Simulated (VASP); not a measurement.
# BePd3O4 (P4/mmm) in VASP: a series of runs

Runs on BePd3O4. Level: PBE. Tasks: single point.

Program: VASP 6.6.1. These are calculated values, not measurements. Logs are shortened: lines on timing, memory, paths and dates and some standing lists are left out, and cuts for length are marked.

## Step 1: The cell of the first run

The structure is tetragonal, space group P4/mmm (No. 123). Conventional cell: a = 3.266 Å, b = 3.266 Å, c = 8.107 Å, α = 90.00°, β = 90.00°, γ = 90.00°. Within 3.8 Å of Be (site symmetry 4/mmm) lie 8 Pd at 2.86 Å and 8 O at 3.21 Å and 4 Be at 3.27 Å. Within 2.6 Å of Pd (site symmetry 4mm) lie 4 O at 1.96 Å. Within 2.8 Å of Pd (site symmetry 4/mmm) lie 8 O at 2.08 Å. O (site symmetry 2mm) has 4 Pd at 1.96 to 2.08 Å and 5 O at 2.31 to 2.58 Å within 2.6 Å.

## Step 2: Single point, PBE

Contents of INCAR:

```
SYSTEM = BePd3O4
PREC = Accurate
ENCUT = 520
EDIFF = 1E-7
ISMEAR = 0
SIGMA = 0.1
LREAL = .False.
LASPH = .True.
NELM = 60
ALGO = Normal
ISIF = 2
LWAVE = .False.
LCHARG = .True.
GGA = PE
LELF = .True.
LVHAR = .True.
NBANDS = 38
```

Contents of KPOINTS:

```
regular mesh
0
Gamma
  6 6 2
  0 0 0
```

Contents of POSCAR:

```
BePd3O4
1.0
    3.2659192285      0.0000000000      0.0000000000
    0.0000000000      3.2659192285      0.0000000000
    0.0000000000      0.0000000000      8.1072526276
Be Pd O
1 3 4
Direct
    0.0000000000      0.0000000000      0.5000000000
    0.5000000000      0.5000000000      0.2923300000
    0.5000000000      0.5000000000      0.7076700000
    0.0000000000      0.0000000000      0.0000000000
    0.0000000000      0.5000000000      0.1591200000
    0.5000000000      0.0000000000      0.1591200000
    0.0000000000      0.5000000000      0.8408800000
    0.5000000000      0.0000000000      0.8408800000
```

Potentials or basis: VASP PAW PBE potentials, release 64 (Be, Pd, O).

Run with:

```bash
> cat potpaw_PBE.64/Be/POTCAR potpaw_PBE.64/Pd/POTCAR potpaw_PBE.64/O/POTCAR > POTCAR
> mpirun -np 1 vasp_std > vasp.out
```

OUTCAR:

```text
SYSTEM = BePd3O4
   PREC = Accurate
   ENCUT = 520
   EDIFF = 1E-7
   ISMEAR = 0
   LREAL = .False.
   LASPH = .True.
   NELM = 60
   ISIF = 2
   GGA = PE

 ion  position               nearest neighbor table
   1  0.000  0.000  0.500-   2 2.86   3 2.86   2 2.86   3 2.86   2 2.86   3 2.86   2 2.86   3 2.86

   2  0.500  0.500  0.292-   5 1.96   6 1.96   6 1.96   5 1.96   1 2.86   1 2.86   1 2.86   1 2.86
                             4 3.31   4 3.31   4 3.31   4 3.31   3 3.37
   3  0.500  0.500  0.708-   7 1.96   8 1.96   8 1.96   7 1.96   1 2.86   1 2.86   1 2.86   1 2.86
                             4 3.31   4 3.31   4 3.31   4 3.31   2 3.37
   4  0.000  0.000  0.000-   5 2.08   6 2.08   7 2.08   8 2.08   5 2.08   7 2.08   6 2.08   8 2.08
                             2 3.31   3 3.31   2 3.31   3 3.31   2 3.31   3 3.31   2 3.31   3 3.31
   5  0.000  0.500  0.159-   2 1.96   2 1.96   4 2.08   4 2.08
   6  0.500  0.000  0.159-   2 1.96   2 1.96   4 2.08   4 2.08
   7  0.000  0.500  0.841-   3 1.96   3 1.96   4 2.08   4 2.08
   8  0.500  0.000  0.841-   3 1.96   3 1.96   4 2.08   4 2.08

  LATTYP: Found a simple tetragonal cell.
 ALAT       =     3.2659192285
 C/A-ratio  =     2.4823800163

  Lattice vectors:

 A1 = (   3.2659192285,   0.0000000000,   0.0000000000)
 A2 = (   0.0000000000,   3.2659192285,   0.0000000000)
 A3 = (   0.0000000000,   0.0000000000,   8.1072526276)

Analysis of symmetry for initial positions (statically):
=====================================================================
 Subroutine PRICEL returns:
 Original cell was already a primitive cell.

 Routine SETGRP: Setting up the symmetry group for a
 simple tetragonal supercell.

 Subroutine GETGRP returns: Found 16 space group operations
 (whereof 16 operations were pure point group operations)
 out of a pool of 16 trial point group operations.

The static configuration has the point symmetry D_4h.

Analysis of symmetry for dynamics (positions and initial velocities):
=====================================================================
 Subroutine PRICEL returns:
 Original cell was already a primitive cell.

 Routine SETGRP: Setting up the symmetry group for a
 simple tetragonal supercell.

 Subroutine GETGRP returns: Found 16 space group operations
 (whereof 16 operations were pure point group operations)
 out of a pool of 16 trial point group operations.

The dynamic configuration has the point symmetry D_4h.

 Subroutine INISYM returns: Found 16 space group operations
 (whereof 16 operations are pure point group operations),
 and found     1 'primitive' translations

----------------------------------------------------------------------------------------

                                     Primitive cell

  volume of cell :      86.4738

  direct lattice vectors                    reciprocal lattice vectors
     3.265919229  0.000000000  0.000000000     0.306192508  0.000000000  0.000000000
     0.000000000  3.265919229  0.000000000     0.000000000  0.306192508  0.000000000
     0.000000000  0.000000000  8.107252628     0.000000000  0.000000000  0.123346348

  length of vectors
     3.265919229  3.265919229  8.107252628     0.306192508  0.306192508  0.123346348

  position of ions in fractional coordinates (direct lattice)
     0.000000000  0.000000000  0.500000000
     0.500000000  0.500000000  0.292330000
     0.500000000  0.500000000  0.707670000
     0.000000000  0.000000000  0.000000000
     0.000000000  0.500000000  0.159120000
     0.500000000  0.000000000  0.159120000
     0.000000000  0.500000000  0.840880000
     0.500000000  0.000000000  0.840880000

  ion indices of the primitive-cell ions
   primitive index   ion index
                 1           1
                 2           2
                 3           3
                 4           4
                 5           5
                 6           6
                 7           7
                 8           8

----------------------------------------------------------------------------------------

 KPOINTS: regular mesh

Automatic generation of k-mesh.
 Grid dimensions read from file:
 generate k-points for:    6    6    2

 Generating k-lattice:

  Cartesian coordinates                     Fractional coordinates (reciprocal lattice)
     0.051032085  0.000000000  0.000000000     0.166666667  0.000000000  0.000000000
     0.000000000  0.051032085  0.000000000     0.000000000  0.166666667  0.000000000
     0.000000000  0.000000000  0.061673174     0.000000000  0.000000000  0.500000000

  Length of vectors
     0.051032085  0.051032085  0.061673174

  Shift w.r.t. Gamma in fractional coordinates (k-lattice)
     0.000000000  0.000000000  0.000000000

 Subroutine IBZKPT returns following result:
 ===========================================

 Found     20 irreducible k-points:

 Following reciprocal coordinates:
            Coordinates               Weight
  0.000000  0.000000  0.000000      1.000000
  0.166667  0.000000  0.000000      4.000000
  0.333333  0.000000  0.000000      4.000000
  0.500000  0.000000  0.000000      2.000000
  0.166667  0.166667  0.000000      4.000000
  0.333333  0.166667  0.000000      8.000000
[... 12 lines left out ...]
  0.500000  0.333333  0.500000      4.000000
  0.500000  0.500000  0.500000      1.000000
   k-points           NKPTS =     20   k-points in BZ     NKDIM =     20   number of bands    NBANDS=     38
   number of dos      NEDOS =    301   number of ions     NIONS =      8
   total plane-waves  NPLWV =  34560
   dimension x,y,z NGX =    24 NGY =   24 NGZ =   60
   dimension x,y,z NGXF=    48 NGYF=   48 NGZF=  120
   ions per type =               1   3   4
   NGX,Y,Z   is equivalent  to a cutoff of  12.22, 12.22, 12.30 a.u.
   NGXF,Y,Z  is equivalent  to a cutoff of  24.43, 24.43, 24.61 a.u.
 SYSTEM =  BePd3O4
   PREC   = accura    normal or accurate (medium, high low for compatibility)
   ISTART =      0    job   : 0-new  1-cont  2-samecut
   ICHARG =      2    charge: 1-file 2-atom 10-const
   ISPIN  =      1    spin polarized calculation?
   LNONCOLLINEAR =      F non collinear calculations
   LSORBIT =      F    spin-orbit coupling
   LASPH  =      T    aspherical Exc in radial PAW
   ENCUT  =  520.0 eV  38.22 Ry    6.18 a.u.   6.07  6.07 15.07*2*pi/ulx,y,z
   NELM   =     60;   NELMIN=  2; NELMDL= -5     # of ELM steps
   EDIFF  = 0.1E-06   stopping-criterion for ELM
   LREAL  =      F    real-space projection
   EDIFFG = 0.1E-05   stopping-criterion for IOM
   NSW    =      0    number of steps for IOM
   IBRION =     -1    ionic relax: 0-MD 1-quasi-New 2-CG
   NFREE  =      0    steps in history (QN), initial steepest desc. (CG)
   ISIF   =      2    stress and relaxation
   ISYM   =      2    0-nonsym 1-usesym 2-fastsym
   POTIM  = 0.5000    time-step for ionic-motion
   TEBEG  =    0.0;   TEEND  =   0.0 temperature during run
   PSTRESS=    0.0 pullay stress
   NELECT =      56.0000    total number of electrons
   NUPDOWN=      -1.0000    fix difference up-down
   EMIN   =  10.00;   EMAX   =-10.00  energy-range for DOS
   EFERMI =   0.00;   METHOD = LEGACY
   ISMEAR =     0;   SIGMA  =   0.10  broadening in eV -4-tet -1-fermi 0-gaus
   EFERMI_NEDOS =   21; number of points for ismear=-14 and -15
   IALGO  =     38    algorithm
   IMIX   =      4    mixing-type and parameters
     AMIX     =   0.40;   BMIX     =  1.00
     AMIX_MAG =   1.60;   BMIX_MAG =  1.00
  volume/ion in A,a.u.               =      10.81        72.94
  Fermi-wavevector in a.u.,A,eV,Ry     =   1.416368  2.676547 27.294608  2.006097
  Thomas-Fermi vector in A             =   2.537709
   LORBIT       =      0    0 simple, 1 ext, 2 COOP (PROOUT), +10 PAW based schemes
   GGA     = PE    functional components
   LHFCALC =     F    Hartree Fock is set to
   AEXX    =    0.0000 exact exchange contribution
   IVDW    =     0    specifies the selected vdW correction
   LEPSILON=     F    determine dielectric tensor
   LRPA    =     F    only Hartree local field effects (RPA)
 non-spin polarized calculation
 Gauss-broadening in eV      SIGMA  =   0.10
  energy-cutoff  :      520.00
  volume of cell :       86.47
 maximum number of plane-waves:      2360
   NGX = 13   NGY = 13   NGZ = 31

 number of electron      55.9999981 magnetization

 Free energy of the ion-electron system (eV)
  ---------------------------------------------------
  ext. energy  EPLUGINS =         0.00000000
  ---------------------------------------------------
  free energy    TOTEN  =       -35.02781662 eV

  energy without entropy =      -34.99722509  energy(sigma->0) =      -35.01252085

 E-fermi :   7.9183     XC(G=0): -12.0265

 val. band max:        7.9090099168   @ k =   0.5000   0.0000   0.5000
 cond. band min:       7.9658456321   @ k =   0.3333   0.3333   0.0000
 fundamental gap:      0.0568357153
 Fermi energy:         7.9182727285

 k-point     1 :       0.0000    0.0000    0.0000
  band No.  band energies     occupation
      1     -13.6618      2.00000
      2     -12.9982      2.00000
      3     -10.9307      2.00000
      4     -10.4167      2.00000
      5      -1.2006      2.00000
      6      -0.8723      2.00000
[... 30 lines left out ...]
     37      17.9542      0.00000
     38      18.2382      0.00000

 k-point     2 :       0.1667    0.0000    0.0000
  band No.  band energies     occupation
      1     -13.4665      2.00000
      2     -12.8627      2.00000
      3     -11.0852      2.00000
      4     -10.6512      2.00000
      5      -0.9147      2.00000
      6      -0.6932      2.00000
[... 30 lines left out ...]
     37      17.4325      0.00000
     38      18.2303      0.00000
[... 695 lines left out ...]
     37      14.9056      0.00000
     38      17.3830      0.00000

 k-point    20 :       0.5000    0.5000    0.5000
  band No.  band energies     occupation
      1     -11.8703      2.00000
      2     -11.8703      2.00000
      3     -11.8362      2.00000
      4     -11.8362      2.00000
      5      -1.5730      2.00000
      6      -1.2740      2.00000
[... 30 lines left out ...]
     37      16.6581      0.00000
     38      16.6859      0.00000

------------------------ aborting loop because EDIFF is reached ----------------------------------------

  FORCE on cell =-STRESS in cart. coord.  units (eV):
  Direction    XX          YY          ZZ          XY          YZ          ZX
  --------------------------------------------------------------------------------------
  -------------------------------------------------------------------------------------
  Total       23.4295656     23.4295656     12.2000548      0.0000000      0.0000000      0.0000000
  in kB      434.1004475    434.1004475    226.0412910      0.0000000      0.0000000      0.0000000
  external PRESSURE =     364.7473954 kB  Pullay stress =       0.0000000 kB

 VOLUME and BASIS-vectors are now :
 -----------------------------------------------------------------------------
  energy-cutoff  :      520.00
  volume of cell :       86.47
      direct lattice vectors                 reciprocal lattice vectors
     3.265919229  0.000000000  0.000000000     0.306192508  0.000000000  0.000000000
     0.000000000  3.265919229  0.000000000     0.000000000  0.306192508  0.000000000
     0.000000000  0.000000000  8.107252628     0.000000000  0.000000000  0.123346348

 POSITION                                       TOTAL-FORCE (eV/Angst)
 -----------------------------------------------------------------------------------
      0.00000      0.00000      4.05363        -0.000000      0.000000      0.000000
      1.63296      1.63296      2.36999        -0.000000     -0.000000      5.579434
      1.63296      1.63296      5.73726        -0.000000     -0.000000     -5.579434
      0.00000      0.00000      0.00000        -0.000000      0.000000      0.000000
      0.00000      1.63296      1.29003        -0.000000      0.000000     -1.042311
      1.63296      0.00000      1.29003         0.000000      0.000000     -1.042311
      0.00000      1.63296      6.81723        -0.000000      0.000000      1.042311
      1.63296      0.00000      6.81723         0.000000      0.000000      1.042311
 -----------------------------------------------------------------------------------
    total drift:                                0.000000      0.000000     -0.000000

  FREE ENERGIE OF THE ION-ELECTRON SYSTEM (eV)
  ---------------------------------------------------
  free  energy   TOTEN  =       -35.0278166154 eV

  energy  without entropy=      -34.9972250883  energy(sigma->0) =      -35.01252085
```

Run time: 42 s. Hardware: 1 thread of Intel Xeon Platinum 8488C (Sapphire Rapids), shared host; peak memory 0.2 GiB.

What came out:

- Free energy: -35.0278 eV
- Pressure: 36.5 GPa
- Largest force: 5.579 eV/Å
- Band gap on the k mesh: zero (band 28 reaches 8.25 eV, above the bottom of band 29 at 7.73 eV)

Forces in eV/Å, atoms in the order of the input:
```
Be   0.000  0.000  0.000
Pd   0.000  0.000  5.579
Pd   0.000  0.000 -5.579
Pd   0.000  0.000  0.000
O    0.000  0.000 -1.042
O    0.000  0.000 -1.042
O    0.000  0.000  1.042
O    0.000  0.000  1.042
```

Stress tensor (GPa, compression positive):
```
43.41  0.00  0.00
 0.00 43.41  0.00
 0.00  0.00 22.60
```

Caveat: the k points lie up to 0.39 Å⁻¹ apart; forces of over 1 eV/Å act on the atoms, so gaps and moduli don't describe the material at rest.

## Step 3: Single point, PBE

This run uses another cell than the first one, of 11.48 Å³/atom, 1.062 times its volume.

Contents of INCAR:

```
  PREC = Accurate
  ENCUT = 520
  EDIFF = 1E-6
  ISMEAR = 0
  SIGMA = 0.1
  LREAL = F
  LASPH = T
  NELM = 100
  ALGO = Normal
  ISIF = 2
  LWAVE = F
  LCHARG = F
  GGA = PE
  NBANDS = 38
```

Contents of KPOINTS:

```
Automatic mesh
0
Gamma
  6 6 2
```

Contents of POSCAR:

```
BePd3O4
1.0
    3.4369164886      0.0000000000      0.0000000000
    0.0000000000      3.4369164886      0.0000000000
    0.0000000000      0.0000000000      7.7729535130
Be Pd O
1 3 4
Direct
    0.0000000000      0.0000000000      0.5000000000
    0.5000000000      0.5000000000      0.3355062022
    0.5000000000      0.5000000000      0.6644937978
    0.0000000000      0.0000000000      0.0000000000
    0.0000000000      0.5000000000      0.1620717068
    0.5000000000      0.0000000000      0.1620717068
    0.0000000000      0.5000000000      0.8379282932
    0.5000000000      0.0000000000      0.8379282932
```

Potentials or basis: VASP PAW PBE potentials, release 64 (Be, Pd, O).

Run with:

```bash
> cat potpaw_PBE.64/Be/POTCAR potpaw_PBE.64/Pd/POTCAR potpaw_PBE.64/O/POTCAR > POTCAR
> mpirun -np 1 vasp_std > vasp.out
```

Run time: 79 s. Hardware: 1 thread of Intel Xeon Platinum 8488C (Sapphire Rapids), shared host; peak memory 0.23 GiB.

The run converged. Its results:

| Quantity | Value |
| --- | --- |
| Free energy | -37.9459 eV |
| Pressure | -0.1 GPa |
| Largest force | 0.016 eV/Å |
| Band gap on the k mesh | zero (band 28 reaches 6.76 eV, above the bottom of band 29 at 6.05 eV) |

Forces in eV/Å, atoms in the order of the input:
```
Be   0.000  0.000  0.000
Pd   0.000  0.000  0.016
Pd   0.000  0.000 -0.016
Pd   0.000  0.000  0.000
O    0.000  0.000  0.014
O    0.000  0.000  0.014
O    0.000  0.000 -0.014
O    0.000  0.000 -0.014
```

Stress tensor (GPa, compression positive):
```
-0.01  0.00  0.00
 0.00 -0.01  0.00
 0.00  0.00 -0.33
```

Levels at points of the mesh, in eV from the Fermi level:
| k point | band 25 | band 26 | band 27 | band 28 | band 29 | band 30 | band 31 | band 32 |
| --- | --- | --- | --- | --- | --- | --- | --- | --- |
| (0.00, 0.00, 0.00) | -0.83 | -0.83 | 0.13 | 0.24 | 0.24 | 0.87 | 0.87 | 1.09 |
| (0.50, 0.00, 0.00) | -1.67 | -1.39 | -1.02 | -0.78 | -0.47 | 0.10 | 0.73 | 1.04 |
| (0.50, 0.50, 0.00) | -1.32 | -1.04 | -0.27 | -0.27 | 0.18 | 0.38 | 0.92 | 2.67 |
| (0.00, 0.00, 0.50) | -0.86 | -0.86 | -0.09 | 0.03 | 0.03 | 0.82 | 0.82 | 1.18 |
| (0.50, 0.00, 0.50) | -1.70 | -1.07 | -0.90 | -0.73 | -0.40 | 0.34 | 0.53 | 1.01 |
| (0.50, 0.50, 0.50) | -1.26 | -1.04 | -0.89 | -0.89 | 0.25 | 0.32 | 0.92 | 2.70 |

Caveat: the k points lie up to 0.40 Å⁻¹ apart.
